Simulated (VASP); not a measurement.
# CuPt2 (P6/mmm) in VASP: a series of runs, part 2 of 2

VASP 6.6.1.

## Step 4: Single point, PBE

INCAR

```
SYSTEM = CuPt2
PREC = Accurate
ENCUT = 520
EDIFF = 1E-7
ISMEAR = 0
SIGMA = 0.1
LREAL = .False.
LASPH = .True.
NELM = 100
ALGO = Fast
ISIF = 2
LWAVE = .False.
LCHARG = .False.
GGA = PE
NBANDS = 22
```

KPOINTS

```
Automatic mesh
0
Gamma
  12 12 18
  0 0 0
```

POSCAR

```
CuPt2
1.0
    4.4219020308      0.0000000000      0.0000000000
   -2.2109510154      3.8294794917      0.0000000000
    0.0000000000      0.0000000000      2.7000693126
Cu Pt
1 2
Direct
    0.0000000000      0.0000000000      0.0000000000
    0.3333333333      0.6666666667      0.5000000000
    0.6666666667      0.3333333333      0.5000000000
```

Potentials or basis: VASP PAW PBE potentials, release 64 (Cu, Pt).

Command:

```console
$ cat potpaw_PBE.64/Cu/POTCAR potpaw_PBE.64/Pt/POTCAR > POTCAR
$ mpirun -np 1 vasp_std > vasp.out
```

OUTCAR:

```text
SYSTEM = CuPt2
   PREC = Accurate
   ENCUT = 520
   EDIFF = 1E-7
   ISMEAR = 0
   LREAL = .False.
   LASPH = .True.
   NELM = 100
   ISIF = 2
   GGA = PE

 ion  position               nearest neighbor table
   1  0.000  0.000  0.000-   2 2.89   3 2.89   2 2.89   3 2.89   2 2.89   2 2.89   3 2.89   3 2.89
                             3 2.89   3 2.89   2 2.89   2 2.89
   2  0.333  0.667  0.500-   3 2.55   3 2.55   3 2.55   1 2.89   1 2.89   1 2.89   1 2.89   1 2.89
                             1 2.89
   3  0.667  0.333  0.500-   2 2.55   2 2.55   2 2.55   1 2.89   1 2.89   1 2.89   1 2.89   1 2.89
                             1 2.89

  LATTYP: Found a hexagonal cell.
 ALAT       =     4.4219020308
 C/A-ratio  =     0.6106126490

  Lattice vectors:

 A1 = (   4.4219020308,   0.0000000000,   0.0000000000)
 A2 = (  -2.2109510154,   3.8294794917,   0.0000000000)
 A3 = (   0.0000000000,   0.0000000000,   2.7000693126)

Analysis of symmetry for initial positions (statically):
=====================================================================
 Subroutine PRICEL returns:
 Original cell was already a primitive cell.

 Routine SETGRP: Setting up the symmetry group for a
 hexagonal supercell.

 Subroutine GETGRP returns: Found 24 space group operations
 (whereof 24 operations were pure point group operations)
 out of a pool of 24 trial point group operations.

The static configuration has the point symmetry D_6h.

Analysis of symmetry for dynamics (positions and initial velocities):
=====================================================================
 Subroutine PRICEL returns:
 Original cell was already a primitive cell.

 Routine SETGRP: Setting up the symmetry group for a
 hexagonal supercell.

 Subroutine GETGRP returns: Found 24 space group operations
[... 120 lines left out ...]
   ISMEAR =     0;   SIGMA  =   0.10  broadening in eV -4-tet -1-fermi 0-gaus
   EFERMI_NEDOS =   21; number of points for ismear=-14 and -15
   IALGO  =     68    algorithm
   IMIX   =      4    mixing-type and parameters
     AMIX     =   0.40;   BMIX     =  1.00
     AMIX_MAG =   1.60;   BMIX_MAG =  1.00
  volume/ion in A,a.u.               =      15.24       102.85
  Fermi-wavevector in a.u.,A,eV,Ry     =   1.438205  2.717813 28.142749  2.068434
  Thomas-Fermi vector in A             =   2.557198
   LORBIT       =      0    0 simple, 1 ext, 2 COOP (PROOUT), +10 PAW based schemes
   GGA     = PE    functional components
   LHFCALC =     F    Hartree Fock is set to
   AEXX    =    0.0000 exact exchange contribution
   IVDW    =     0    specifies the selected vdW correction
   LEPSILON=     F    determine dielectric tensor
   LRPA    =     F    only Hartree local field effects (RPA)
 non-spin polarized calculation
 RMM-DIIS sequential band-by-band and
 Gauss-broadening in eV      SIGMA  =   0.10
  energy-cutoff  :      520.00
  volume of cell :       45.72
 maximum number of plane-waves:      1256
 NGX is ok and might be reduce to    36
   NGX = 17   NGY = 17   NGZ = 11

 number of electron      30.9999981 magnetization

 Free energy of the ion-electron system (eV)
  ---------------------------------------------------
  ext. energy  EPLUGINS =         0.00000000
  ---------------------------------------------------
  free energy    TOTEN  =       -15.79570575 eV

  energy without entropy =      -15.78355510  energy(sigma->0) =      -15.78963043

 E-fermi :   8.7869     XC(G=0): -12.7265

 val. band max:        8.7823941259   @ k =   0.2500   0.2500   0.4444
 cond. band min:       8.7933045525   @ k =   0.3333   0.1667   0.0000
 fundamental gap:      0.0109104267
 Fermi energy:         8.7868540603

 k-point     1 :       0.0000    0.0000    0.0000
  band No.  band energies     occupation
      1      -0.2928      2.00000
      2       3.1812      2.00000
      3       4.3720      2.00000
      4       4.7726      2.00000
      5       4.7726      2.00000
      6       5.0696      2.00000
[... 589 lines left out ...]
     21      20.4566      0.00000
     22      22.1047      0.00000

 [... further k-points ...]

------------------------ aborting loop because EDIFF is reached ----------------------------------------

  FORCE on cell =-STRESS in cart. coord.  units (eV):
  Direction    XX          YY          ZZ          XY          YZ          ZX
  --------------------------------------------------------------------------------------
  -------------------------------------------------------------------------------------
  Total       -0.0831987     -0.0831987     -0.0611788      0.0000000     -0.0000000      0.0000000
  in kB       -2.9154348     -2.9154348     -2.1438185      0.0000000     -0.0000000      0.0000000
  external PRESSURE =      -2.6582294 kB  Pullay stress =       0.0000000 kB

 VOLUME and BASIS-vectors are now :
 -----------------------------------------------------------------------------
  energy-cutoff  :      520.00
  volume of cell :       45.72
      direct lattice vectors                 reciprocal lattice vectors
     4.421902031  0.000000000  0.000000000     0.226147027  0.130566047  0.000000000
    -2.210951015  3.829479492  0.000000000     0.000000000  0.261132094  0.000000000
     0.000000000  0.000000000  2.700069313     0.000000000  0.000000000  0.370360863

 POSITION                                       TOTAL-FORCE (eV/Angst)
 -----------------------------------------------------------------------------------
      0.00000      0.00000      0.00000        -0.000000      0.000000     -0.000000
     -0.00000      2.55299      1.35003        -0.000000      0.000000      0.000000
      2.21095      1.27649      1.35003         0.000000      0.000000     -0.000000
 -----------------------------------------------------------------------------------
    total drift:                                0.000000      0.000000     -0.000000

  FREE ENERGIE OF THE ION-ELECTRON SYSTEM (eV)
  ---------------------------------------------------
  free  energy   TOTEN  =       -15.7957057516 eV

  energy  without entropy=      -15.7835550988  energy(sigma->0) =      -15.78963043
```

OSZICAR:

```text
N       E                     dE             d eps       ncg     rms          rms(c)
DAV:   1     0.226010239039E+03    0.22601E+03   -0.14783E+04  8572   0.178E+03
DAV:   2    -0.361025969450E+01   -0.22962E+03   -0.20944E+03  8910   0.367E+02
DAV:   3    -0.170587507712E+02   -0.13448E+02   -0.12372E+02  9832   0.913E+01
[... 10 lines left out ...]
RMM:  14    -0.157957056840E+02   -0.15019E-05   -0.85529E-05 11010   0.913E-02    0.214E-02
RMM:  15    -0.157957053593E+02    0.32465E-06   -0.34224E-05 11604   0.480E-02    0.862E-03
RMM:  16    -0.157957056746E+02   -0.31525E-06   -0.63349E-06 11162   0.199E-02    0.318E-03
RMM:  17    -0.157957055875E+02    0.87123E-07   -0.14902E-06  9667   0.856E-03    0.104E-03
RMM:  18    -0.157957057627E+02   -0.17523E-06   -0.30219E-07  6870   0.651E-03    0.830E-04
RMM:  19    -0.157957057516E+02    0.11130E-07   -0.84436E-08  5414   0.377E-03
   1 F= -.15795706E+02 E0= -.15789630E+02  d E =-.121507E-01
```

It took 2.6 min on 1 thread of Intel Xeon Platinum 8488C (Sapphire Rapids), shared host; peak memory 0.31 GiB.

Results:

```
Free energy : -15.7957 eV
Pressure    : -0.3 GPa
```

Stress tensor (GPa, compression positive):
```
-0.29  0.00  0.00
 0.00 -0.29  0.00
 0.00  0.00 -0.21
```

Caveat: spin-orbit coupling is left out, which moves the levels of the heavy elements.

## Step 5: Relaxation of cell and atoms, PBE

INCAR

```
  PREC = Accurate
  ENCUT = 600
  EDIFF = 1E-7
  ISMEAR = 0
  SIGMA = 0.1
  LREAL = F
  LASPH = T
  NELM = 100
  ALGO = Fast
  ISIF = 3
  LWAVE = F
  LCHARG = F
  GGA = PE
  IBRION = 2
  NSW = 100
  EDIFFG = -0.01
```

KPOINTS

```
regular mesh
0
Gamma
  12 12 18
```

POSCAR

```
CuPt2
1.0
    4.4259910559      0.0000000000      0.0000000000
   -2.2129955279      3.8330206913      0.0000000000
    0.0000000000      0.0000000000      2.6952459576
Cu Pt
1 2
Direct
    0.0000000000      0.0000000000      0.0000000000
    0.3333333333      0.6666666667      0.5000000000
    0.6666666667      0.3333333333      0.5000000000
```

Command:

```console
$ cat potpaw_PBE.64/Cu/POTCAR potpaw_PBE.64/Pt/POTCAR > POTCAR
$ mpirun -np 1 vasp_std > vasp.out
```

Wall time 13 min (1 thread of Intel Xeon Platinum 8488C (Sapphire Rapids), shared host); peak memory 0.36 GiB.

The run converged. Its results:

- Free energy: -15.7957 eV
- Relaxed volume: 15.22 Å³/atom
- Relaxed cell: a = 4.420 Å, b = 4.420 Å, c = 2.699 Å, α = 90.00°, β = 90.00°, γ = 120.00°
- Space group after relaxing (to 0.05 Å): P6/mmm (No. 191)
- Energy gained by relaxing: 0.1 meV/atom
- Ionic steps: 8
- Pressure after relaxing: 0.0 GPa

The path:
```tsv
step	energy change (eV)	largest force (eV/Å)	pressure (GPa)	volume (Å³)
1	0.0000	0.0000	-0.22	45.72
2	-0.0001	0.0000	0.38	45.59
3	-0.0003	0.0000	0.12	45.64
4	-0.0003	0.0000	0.15	45.65
5	-0.0002	0.0000	-0.08	45.68
6	-0.0003	0.0000	0.09	45.65
7	-0.0003	0.0000	-0.09	45.70
8	-0.0003	0.0000	-0.01	45.67
```

Final structure:
```yaml
crystal:
  lattice:
    - [4.42037, 0.00000, 0.00000]
    - [-2.21018, 3.82815, 0.00000]
    - [0.00000, 0.00000, 2.69910]
  atoms:
    - { symbol: Cu, position: [0.00000, 0.00000, 0.00000] }
    - { symbol: Pt, position: [0.33333, 0.66667, 0.50000] }
    - { symbol: Pt, position: [0.66667, 0.33333, 0.50000] }
```

Levels at points of the mesh, in eV from the Fermi level:
| k point | band 14 | band 15 | band 16 | band 17 | band 18 | band 19 |
| --- | --- | --- | --- | --- | --- | --- |
| (0.00, 0.00, 0.00) | -1.83 | -0.06 | -0.06 | 4.47 | 5.70 | 5.70 |
| (0.50, 0.00, 0.00) | -0.56 | -0.24 | -0.05 | 0.03 | 0.13 | 5.58 |
| (0.00, 0.00, 0.50) | -0.84 | -0.20 | 1.41 | 2.60 | 8.09 | 8.68 |
| (0.50, 0.00, 0.50) | -0.61 | 0.69 | 2.22 | 2.71 | 4.68 | 4.77 |

Caveat: spin-orbit coupling is left out, which moves the levels of the heavy elements.

## Step 6: The runs side by side

```tsv
task	cell	k mesh	cutoff (eV)	gap on the mesh (eV)	pressure (GPa)	relaxed volume (Å³/atom)
single point	a = 4.426, b = 4.426, c = 2.695 Å, angles 90.0, 90.0, 120.0°, 3 atoms	6 × 6 × 6	520	none	-0.2	-
relaxation of cell and atoms	relaxed from a = 4.034, b = 4.034, c = 2.837 Å, angles 90.0, 90.0, 120.0°, 3 atoms	6 × 6 × 6	600	none	0.0	15.22
single point	a = 4.422, b = 4.422, c = 2.700 Å, angles 90.0, 90.0, 120.0°, 3 atoms	12 × 12 × 18	520	none	-0.3	-
relaxation of cell and atoms	relaxed from a = 4.426, b = 4.426, c = 2.695 Å, angles 90.0, 90.0, 120.0°, 3 atoms	12 × 12 × 18	600	none	0.0	15.22
```

Alike in all rows: level PBE; potentials or basis VASP PAW PBE potentials, release 64 (Cu, Pt); no spin polarisation; smearing gaussian 0.1 eV.

Caveats: some runs use coarse meshes; spin-orbit coupling is left out, which moves the levels of the heavy elements.

Absolute energies hang on the potentials; compare differences alone.
